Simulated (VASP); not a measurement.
Input of a VASP 6.6.1 run:

INCAR

```
PREC = Accurate
ENCUT = 500
EDIFF = 1E-6
ISMEAR = 0
SIGMA = 0.05
LREAL = False
LASPH = True
NELM = 120
ALGO = Normal
ISIF = 2
LWAVE = False
LCHARG = True
GGA = PE
LELF = True
LVHAR = True
NBANDS = 15
GGA_COMPAT = False
```

Contents of KPOINTS:

```
regular mesh
0
Gamma
  8 8 8
```

File POSCAR:

```
CsI
1.0
    4.5783156838      0.0000000000      0.0000000000
    0.0000000000      4.5783156838      0.0000000000
    0.0000000000      0.0000000000      4.5783156838
Cs I
1 1
Direct
    0.0000000000      0.0000000000      0.0000000000
    0.5000000000      0.5000000000      0.5000000000
```

Potentials or basis: VASP PAW PBE potentials, release 64 (Cs_sv, I).

Command:

```console
$ cat potpaw_PBE.64/Cs_sv/POTCAR potpaw_PBE.64/I/POTCAR > POTCAR
$ mpirun -np 1 vasp_std > vasp.out
```

**Question.** What does it give for the band gap on the k mesh?

**Answer.** 3.85 eV (least direct gap 3.94 eV).

**Question.** Predict the pressure.

**Answer.** 0.7 GPa.

Caveat: spin-orbit coupling is left out, which moves the levels of the heavy elements. A k mesh can miss the band edges.
